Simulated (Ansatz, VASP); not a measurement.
# One calculation of Mn, two programs

```
Mn
1.0
     2.48365    0.00000    0.00000
    -1.24182    2.15090    0.00000
     0.00000    0.00000    4.08659
Mn
2
Direct
  0.66667 0.33333 0.75000
  0.33333 0.66667 0.25000
```

Change from the starting cell: strain +0.000 along x and y, +0.015 along z, atoms carried along.

Alike in both runs: task single point; functional PBEsol; k mesh 21 × 21 × 12; occupations gaussian, width 0.15 eV; no spin polarisation.

```csv
,VASP,Ansatz
version,VASP 6.6.1,Ansatz 0.2.0
potentials or method,"VASP PAW PBE potentials, release 64 (Mn_pv), cutoff 520 eV","scalar-relativistic, plane waves, PAW"
valence electrons in the cell,26,30
```

```tsv
	VASP	Ansatz	Ansatz less VASP
gap on the k mesh at the Fermi level (eV)	none	none	-
pressure (GPa)	-15.3	-15.3	+0.04
traceless stress, the component that is largest in VASP (GPa)	-3.90	-3.85	+0.054
```

VASP's potentials were made for PBE, not for PBEsol. A gap of «none» marks a metal or a gap that the smearing closes. VASP's potentials hold 26 valence electrons a cell and Ansatz's 30, so a difference there can come from the potentials and not from the codes.
